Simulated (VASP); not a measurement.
# ZnO (P6_3mc) in VASP: a series of runs

The runs below take ZnO through relaxation of cell and atoms, single point, with r2SCAN.

All numbers are computed with VASP 6.6.1; they aren't measurements. Logs are shortened: lines on timing, memory, paths and dates and some standing lists are left out, and cuts for length are marked.

## (1) The cell of the first run

Symmetry: P6_3mc, No. 186, hexagonal system. The conventional cell has a = 3.235 Å, b = 3.235 Å, c = 5.211 Å, α = 90.00°, β = 90.00°, γ = 120.00°. Zn (site symmetry 3m) has 4 O at 1.97 to 1.98 Å within 2.6 Å. O (site symmetry 3m) has 4 Zn at 1.97 to 1.98 Å within 2.6 Å.

## (2) Relaxation of cell and atoms, r2SCAN, target pressure 10 GPa, at which the enthalpy is minimised

Contents of POSCAR:

```
ZnO
1.0
    3.2351954566      0.0000000000      0.0000000000
   -1.6175977283      2.8017614516      0.0000000000
    0.0000000000      0.0000000000      5.2114259597
Zn O
2 2
Direct
    0.3333333333      0.6666666667      0.4996928418
    0.6666666667      0.3333333333     -0.0003071582
    0.6666666667      0.3333333333      0.3793171582
    0.3333333333      0.6666666667      0.8793171582
```

Contents of INCAR.step1:

```
SYSTEM = ZnO
PREC = Accurate
ENCUT = 600
ISMEAR = 0
SIGMA = 0.01
LREAL = .FALSE.
LASPH = .TRUE.
NELM = 60
GGA = PE
ALGO = Normal
EDIFF = 1E-4
LWAVE = .TRUE.
LCHARG = .FALSE.
```

Contents of INCAR.step2:

```
SYSTEM = ZnO
PREC = Accurate
ENCUT = 600
EDIFF = 1E-6
ISMEAR = 0
SIGMA = 0.01
LREAL = .FALSE.
LASPH = .TRUE.
NELM = 60
ALGO = Normal
ISIF = 3
LWAVE = .FALSE.
LCHARG = .FALSE.
METAGGA = R2SCAN
LMIXTAU = .TRUE.
IBRION = 2
NSW = 100
EDIFFG = -0.002
PSTRESS = 100.0
ISTART = 1
```

Contents of KPOINTS:

```
Automatic mesh
0
G
  8 8 4
  0 0 0
```

Potentials or basis: VASP PAW PBE potentials, release 64 (Zn, O).

Run with:

```
$ cat potpaw_PBE.64/Zn/POTCAR potpaw_PBE.64/O/POTCAR > POTCAR
$ cp INCAR.step1 INCAR
$ mpirun -np 1 vasp_std > vasp.out
$ cp INCAR.step2 INCAR
$ mpirun -np 1 vasp_std > vasp.out
```

OUTCAR:

```text
SYSTEM = ZnO
   PREC = Accurate
   ENCUT = 600
   EDIFF = 1E-6
   ISMEAR = 0
   LREAL = .FALSE.
   LASPH = .TRUE.
   NELM = 60
   ISIF = 3
   METAGGA = R2SCAN
   IBRION = 2
   NSW = 100
   EDIFFG = -0.002
   PSTRESS = 100.0
   ISTART = 1

 ion  position               nearest neighbor table
   1  0.333  0.667  0.500-   3 1.97   3 1.97   3 1.97   4 1.98
   2  0.667  0.333  1.000-   4 1.97   4 1.97   4 1.97   3 1.98
   3  0.667  0.333  0.379-   1 1.97   1 1.97   1 1.97   2 1.98
   4  0.333  0.667  0.879-   2 1.97   2 1.97   2 1.97   1 1.98

  LATTYP: Found a hexagonal cell.
 ALAT       =     3.2351954566
 C/A-ratio  =     1.6108535109

  Lattice vectors:

 A1 = (   3.2351954566,   0.0000000000,   0.0000000000)
 A2 = (  -1.6175977283,   2.8017614516,   0.0000000000)
 A3 = (   0.0000000000,   0.0000000000,   5.2114259597)

Analysis of symmetry for initial positions (statically):
=====================================================================
 Subroutine PRICEL returns:
 Original cell was already a primitive cell.

 Routine SETGRP: Setting up the symmetry group for a
 hexagonal supercell.

 Subroutine GETGRP returns: Found 12 space group operations
 (whereof  6 operations were pure point group operations)
 out of a pool of 24 trial point group operations.

The static configuration has the point symmetry C_3v.
 The point group associated with its full space group is C_6v.

Analysis of symmetry for dynamics (positions and initial velocities):
=====================================================================
 Subroutine PRICEL returns:
 Original cell was already a primitive cell.

 Routine SETGRP: Setting up the symmetry group for a
 hexagonal supercell.

 Subroutine GETGRP returns: Found 12 space group operations
 (whereof  6 operations were pure point group operations)
 out of a pool of 24 trial point group operations.

The dynamic configuration has the point symmetry C_3v.
 The point group associated with its full space group is C_6v.

 Subroutine INISYM returns: Found 12 space group operations
 (whereof  6 operations are pure point group operations),
 and found     1 'primitive' translations

----------------------------------------------------------------------------------------

[... 94 lines left out ...]
   ENCUT  =  600.0 eV  44.10 Ry    6.64 a.u.   6.46  6.46 10.41*2*pi/ulx,y,z
   NELM   =     60;   NELMIN=  2; NELMDL=  0     # of ELM steps
   EDIFF  = 0.1E-05   stopping-criterion for ELM
   LREAL  =      F    real-space projection
   EDIFFG = -.2E-02   stopping-criterion for IOM
   NSW    =    100    number of steps for IOM
   IBRION =      2    ionic relax: 0-MD 1-quasi-New 2-CG
   NFREE  =      1    steps in history (QN), initial steepest desc. (CG)
   ISIF   =      3    stress and relaxation
   ISYM   =      2    0-nonsym 1-usesym 2-fastsym
   POTIM  = 0.5000    time-step for ionic-motion
   TEBEG  =    0.0;   TEEND  =   0.0 temperature during run
   PSTRESS=  100.0 pullay stress
   NELECT =      36.0000    total number of electrons
   NUPDOWN=      -1.0000    fix difference up-down
   EMIN   =  10.00;   EMAX   =-10.00  energy-range for DOS
   EFERMI =   0.00;   METHOD = LEGACY
   ISMEAR =     0;   SIGMA  =   0.01  broadening in eV -4-tet -1-fermi 0-gaus
   EFERMI_NEDOS =   21; number of points for ismear=-14 and -15
   IALGO  =     38    algorithm
   IMIX   =      4    mixing-type and parameters
     AMIX     =   0.40;   BMIX     =  1.00
     AMIX_MAG =   1.60;   BMIX_MAG =  1.00
  volume/ion in A,a.u.               =      11.81        79.69
  Fermi-wavevector in a.u.,A,eV,Ry     =   1.495362  2.825824 30.424077  2.236107
  Thomas-Fermi vector in A             =   2.607516
   LORBIT       =      0    0 simple, 1 ext, 2 COOP (PROOUT), +10 PAW based schemes
   METAGGA = R2SCAN    functional components
   LHFCALC =     F    Hartree Fock is set to
   AEXX    =    0.0000 exact exchange contribution
   IVDW    =     0    specifies the selected vdW correction
   LEPSILON=     F    determine dielectric tensor
   LRPA    =     F    only Hartree local field effects (RPA)
 conjugate gradient relaxation of ions
 non-spin polarized calculation
 Gauss-broadening in eV      SIGMA  =   0.01
  energy-cutoff  :      600.00
  volume of cell :       47.24
 maximum number of plane-waves:      1595
 NGX is ok and might be reduce to    28
   NGX = 13   NGY = 13   NGZ = 21

--------------------------------------- Ionic step        1  -------------------------------------------

 number of electron      36.0000007 magnetization

 Free energy of the ion-electron system (eV)
  ---------------------------------------------------
  ext. energy  EPLUGINS =         0.00000000
  ---------------------------------------------------
  free energy    TOTEN  =       -36.32282314 eV

  energy without entropy =      -36.32282314  energy(sigma->0) =      -36.32282314

------------------------ aborting loop because EDIFF is reached ----------------------------------------

  FORCE on cell =-STRESS in cart. coord.  units (eV):
  Direction    XX          YY          ZZ          XY          YZ          ZX
  --------------------------------------------------------------------------------------
  -------------------------------------------------------------------------------------
  Total        0.2169435      0.2169435      0.1929523      0.0000000      0.0000000      0.0000000
  in kB        7.3581562      7.3581562      6.5444383      0.0000000      0.0000000      0.0000000
  external PRESSURE =     -92.9130831 kB  Pullay stress =     100.0000000 kB
[... 307 lines left out ...]
--------------------------------------- Ionic step        9  -------------------------------------------

 number of electron      35.9999990 magnetization

 Free energy of the ion-electron system (eV)
  ---------------------------------------------------
  ext. energy  EPLUGINS =         0.00000000
  ---------------------------------------------------
  free energy    TOTEN  =       -36.24674875 eV

  energy without entropy =      -36.24674875  energy(sigma->0) =      -36.24674875

 E-fermi :   1.4932     XC(G=0): -12.0224

 val. band max:        1.4311542626   @ k =   0.0000   0.0000   0.0000
 cond. band min:       2.7490530872   @ k =   0.0000   0.0000   0.0000
 fundamental gap:      1.3178988247
 Fermi energy:         1.4931904996

 k-point     1 :       0.0000    0.0000    0.0000
  band No.  band energies     occupation
      1     -18.1809      2.00000
      2     -17.4009      2.00000
      3      -4.7733      2.00000
      4      -4.7224      2.00000
      5      -4.7223      2.00000
      6      -4.6573      2.00000
[... 589 lines left out ...]
     21      11.1690      0.00000
     22      11.1690      0.00000

 [... further k-points ...]
[... 5 lines left out ...]
  --------------------------------------------------------------------------------------
  -------------------------------------------------------------------------------------
  Total        2.8000020      2.8000020      2.7986320      0.0000000      0.0000000      0.0000000
  in kB      100.1900446    100.1900446    100.1410225      0.0000000      0.0000000      0.0000000
  external PRESSURE =       0.1737039 kB  Pullay stress =     100.0000000 kB
[... 23 lines left out ...]
  energy  without entropy=      -36.2467487540  energy(sigma->0) =      -36.24674875

  enthalpy is  TOTEN    =       -33.4520579411 eV   P V=        2.7946908129

 reached required accuracy - stopping structural energy minimisation
```

OUTCAR.step1:

```text
SYSTEM = ZnO
   PREC = Accurate
   ENCUT = 600
   ISMEAR = 0
   LREAL = .FALSE.
   LASPH = .TRUE.
   NELM = 60
[... 831 lines left out ...]
      1.61760      0.93392      5.20983         0.000000     -0.000000      0.002437
      1.61760      0.93392      1.97678         0.000000     -0.000000     -0.002437
     -0.00000      1.86784      4.58250        -0.000000     -0.000000     -0.002437
 -----------------------------------------------------------------------------------
    total drift:                                0.000000     -0.000000     -0.003165

  FREE ENERGIE OF THE ION-ELECTRON SYSTEM (eV)
  ---------------------------------------------------
  free  energy   TOTEN  =       -17.8120583632 eV

  energy  without entropy=      -17.8120583632  energy(sigma->0) =      -17.81205836
```

OSZICAR.step1:

```text
N       E                     dE             d eps       ncg     rms          rms(c)
DAV:   1     0.305432453364E+03    0.30543E+03   -0.20749E+04  1336   0.264E+03
DAV:   2     0.122020968788E+02   -0.29323E+03   -0.28105E+03  1404   0.472E+02
DAV:   3    -0.203683966706E+02   -0.32570E+02   -0.32323E+02  1554   0.163E+02
DAV:   4    -0.210478043937E+02   -0.67941E+00   -0.67865E+00  1446   0.244E+01
DAV:   5    -0.210529874553E+02   -0.51831E-02   -0.51828E-02  1524   0.210E+00    0.149E+01
DAV:   6    -0.176736880033E+02    0.33793E+01   -0.11728E+01  2262   0.726E+01    0.920E+00
DAV:   7    -0.178470397199E+02   -0.17335E+00   -0.26598E+00  1370   0.195E+01    0.545E+00
DAV:   8    -0.178705268403E+02   -0.23487E-01   -0.78575E-01  1992   0.929E+00    0.178E+00
DAV:   9    -0.178084420037E+02    0.62085E-01   -0.18339E-01  2104   0.799E+00    0.331E-01
DAV:  10    -0.178121155617E+02   -0.36736E-02   -0.56279E-02  1338   0.177E+00    0.162E-01
DAV:  11    -0.178120008037E+02    0.11476E-03   -0.18690E-03  1888   0.738E-01    0.418E-02
DAV:  12    -0.178120583632E+02   -0.57559E-04   -0.20774E-04   960   0.378E-01
   1 F= -.17812058E+02 E0= -.17812058E+02  d E =-.125984E-83
```

It took 13 min on 1 thread of Intel Xeon Platinum 8488C (Sapphire Rapids), shared host; peak memory 0.21 GiB.

What came out:

| Property | Result |
| --- | --- |
| Free energy | -36.2467 eV |
| Relaxed volume | 11.19 Å³/atom |
| Relaxed cell | a = 3.179 Å, b = 3.179 Å, c = 5.117 Å, α = 90.00°, β = 90.00°, γ = 120.00° |
| Space group after relaxing (to 0.1 Å) | P6_3mc (No. 186) |
| Energy change on relaxing (the run minimises the enthalpy) | +19.0 meV/atom |
| Ionic steps | 9 |
| Pressure after relaxing | 10.0 GPa |
| Band gap on the k mesh | 1.32 eV |

Step by step:
| step | energy change (eV) | largest force (eV/Å) | pressure (GPa) | volume (Å³) |
| --- | --- | --- | --- | --- |
| 1 | 0.0000 | 0.0077 | 0.71 | 47.24 |
| 2 | 0.2670 | 0.0040 | 20.28 | 42.71 |
| 3 | 0.0783 | 0.0020 | 10.12 | 44.74 |
| 4 | 0.0752 | 0.0019 | 9.93 | 44.79 |
| 5 | 0.0753 | 0.0017 | 9.90 | 44.79 |
| 6 | 0.0753 | 0.0010 | 9.89 | 44.79 |
| 7 | 0.0755 | 0.0008 | 9.94 | 44.79 |
| 8 | 0.0757 | 0.0007 | 9.96 | 44.78 |
| 9 | 0.0761 | 0.0003 | 10.02 | 44.78 |

Final structure:
```cif
data_structure
_symmetry_space_group_name_H-M 'P 1'
_symmetry_Int_Tables_number 1
_cell_length_a 3.1786
_cell_length_b 3.1786
_cell_length_c 5.1172
_cell_angle_alpha 90.000
_cell_angle_beta 90.000
_cell_angle_gamma 120.000
_cell_volume 44.78
loop_
_atom_site_label
_atom_site_type_symbol
_atom_site_fract_x
_atom_site_fract_y
_atom_site_fract_z
_atom_site_occupancy
Zn1 Zn 0.33333 0.66667 0.49966 1
Zn2 Zn 0.66667 0.33333 0.99966 1
O1 O 0.66667 0.33333 0.37935 1
O2 O 0.33333 0.66667 0.87935 1
```

Levels at points of the mesh, in eV from the valence-band top:
```
           k point  band 15  band 16  band 17  band 18  band 19  band 20  band 21  band 22
(0.00, 0.00, 0.00)    -0.88    -0.11     0.00     0.00     1.32     6.08     9.03    14.00
(0.50, 0.00, 0.00)    -3.03    -2.52    -1.40    -0.94     6.67     7.44     8.15     9.69
(0.00, 0.00, 0.50)    -0.44    -0.44    -0.44    -0.44     4.07     4.07    11.06    11.06
(0.50, 0.00, 0.50)    -1.68    -1.68    -1.51    -1.51     6.34     6.34     9.51     9.51
```

Caveat: the cell is relaxed towards a set pressure, so the run minimises the enthalpy, not the energy; the PAW data sets were made with another functional, which shifts forces and pressure a little.

## (3) Single point, r2SCAN

This run uses another cell than the first one, of 11.52 Å³/atom.

Contents of POSCAR:

```
ZnO
1.0
    3.2088718480      0.0000000000      0.0000000000
   -1.6044359240      2.7789645379      0.0000000000
    0.0000000000      0.0000000000      5.1653742895
Zn O
2 2
Direct
    0.3333333333      0.6666666667      0.4995830244
    0.6666666667      0.3333333333     -0.0004169756
    0.6666666667      0.3333333333      0.3794269756
    0.3333333333      0.6666666667      0.8794269756
```

Contents of INCAR.step1:

```
PREC     = Accurate       # precision mode
ENCUT    = 1480           # plane-wave cutoff, eV
ISMEAR   = 0              # smearing method
SIGMA    = 0.01           # smearing width, eV
LREAL    = False          # projectors in reciprocal space
LASPH    = True           # aspherical terms in the spheres
NELM     = 120            # most SCF steps
NBANDS   = 26             # bands
GGA      = PE             # functional
ALGO     = Normal         # electronic algorithm
EDIFF    = 1E-5           # SCF threshold, eV
LWAVE    = True           # write WAVECAR
LCHARG   = False          # write CHGCAR
GGA_COMPAT= False
```

Contents of INCAR.step2:

```
PREC     = Accurate       # precision mode
ENCUT    = 1480           # plane-wave cutoff, eV
EDIFF    = 1E-6           # SCF threshold, eV
ISMEAR   = 0              # smearing method
SIGMA    = 0.01           # smearing width, eV
LREAL    = False          # projectors in reciprocal space
LASPH    = True           # aspherical terms in the spheres
NELM     = 120            # most SCF steps
ALGO     = Normal         # electronic algorithm
ISIF     = 2              # what is computed and relaxed
LWAVE    = False          # write WAVECAR
LCHARG   = False          # write CHGCAR
METAGGA  = R2SCAN         # meta-GGA
LMIXTAU  = True         
NBANDS   = 26             # bands
ISTART   = 1            
GGA_COMPAT= False
```

Contents of KPOINTS:

```
Automatic mesh
0
Gamma
  8 8 4
```

Potentials or basis: VASP PAW PBE potentials, release 64 (Zn, O_h).

Run with:

```
$ cat potpaw_PBE.64/Zn/POTCAR potpaw_PBE.64/O_h/POTCAR > POTCAR
$ cp INCAR.step1 INCAR
$ mpirun -np 1 vasp_std > vasp.out
$ cp INCAR.step2 INCAR
$ mpirun -np 1 vasp_std > vasp.out
```

It took 5.9 min on 1 thread of Intel Xeon 6975P-C (Granite Rapids), shared host; peak memory 0.46 GiB.

The run converged. Its results:

| Quantity | Value |
| --- | --- |
| Free energy | -36.3254 eV |
| Pressure | 5.1 GPa |
| Band gap on the k mesh | 1.28 eV |

Forces in eV/Å, atoms in the order of the input:
```
Zn   0.000  0.000  0.003
Zn   0.000  0.000  0.003
O    0.000  0.000 -0.003
O    0.000  0.000 -0.003
```

Levels at points of the mesh, in eV from the valence-band top:
```
           k point  band 16  band 17  band 18  band 19  band 20  band 21
(0.00, 0.00, 0.00)    -0.10     0.00     0.00     1.28     5.97     8.93
(0.50, 0.00, 0.00)    -2.42    -1.35    -0.90     6.55     7.40     8.13
(0.00, 0.00, 0.50)    -0.42    -0.42    -0.42     4.00     4.00    10.95
(0.50, 0.00, 0.50)    -1.61    -1.46    -1.46     6.30     6.30     9.34
```

Caveat: the cell stands under pressure; the PAW data sets were made with another functional, which shifts forces and pressure a little.
